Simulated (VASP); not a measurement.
Set up this calculation in VASP 6.6.1, as the native input.

```yaml
Task: electric field gradients
Functional: PBE
Potentials_or_basis: VASP PAW PBE potentials, release 64 (Ta_pv, N)
Cutoff: 520 eV
k_mesh: 6 × 6 × 9
Occupations: fermi-dirac, width 0.01 eV
Spin: no spin polarisation
Dipole_correction: no
Further_INCAR_settings: ALGO = Normal; EDIFF = 1e-08; NBANDS = 33
```

The structure of TaN lies in POSCAR:

```
TaN
1.0
    5.2643771406      0.0000000000      0.0000000000
   -2.6321885702      4.5590843388      0.0000000000
    0.0000000000      0.0000000000      2.9493070245
Ta N
3 3
Direct
    0.3333333333      0.6666666667      0.5000000000
    0.6666666667      0.3333333333      0.5000000000
    0.0000000000      0.0000000000      0.0000000000
    0.3928500000      0.0000000000      0.0000000000
    0.6071500000      0.6071500000      0.0000000000
    0.0000000000      0.3928500000      0.0000000000
```

The input as run:

INCAR

```
SYSTEM = TaN
  ALGO = Normal
  EDIFF = 1E-8
  ENCUT = 520
  GGA = PE
  ISIF = 2
  ISMEAR = -1
  LASPH = .True.
  LCHARG = .False.
  LEFG = .True.
  LREAL = .False.
  LWAVE = .False.
  NBANDS = 33
  NELM = 100
  PREC = Accurate
  SIGMA = 0.01
```

KPOINTS

```
k-points
0
Gamma
  6 6 9
  0 0 0
```

Potentials or basis: VASP PAW PBE potentials, release 64 (Ta_pv, N).

The run is started by

```console
$ cat potpaw_PBE.64/Ta_pv/POTCAR potpaw_PBE.64/N/POTCAR > POTCAR
$ mpirun -np 1 vasp_std > vasp.out
```

It gave:

| Item | Value |
| --- | --- |
| Pressure | -6.5 GPa |
| Largest force | 0.108 eV/Å |
| Band gap on the k mesh | zero (bands 24 and 25 overlap by 2.95 eV) |
| Largest electric field gradient by atom | Ta -184.8, +156.9 (each value once); N -14.5 V/Å² |

Caveat: the cell stands under tension; without QUAD_EFG the Cq values of the log hold for a quadrupole moment of 1 mb, not for the nuclei; spin-orbit coupling is left out, which moves the levels of the heavy elements.

Run time: 94 s on 1 thread of Intel Xeon 8259CL, with other jobs on the host, peak memory 0.22 GiB.
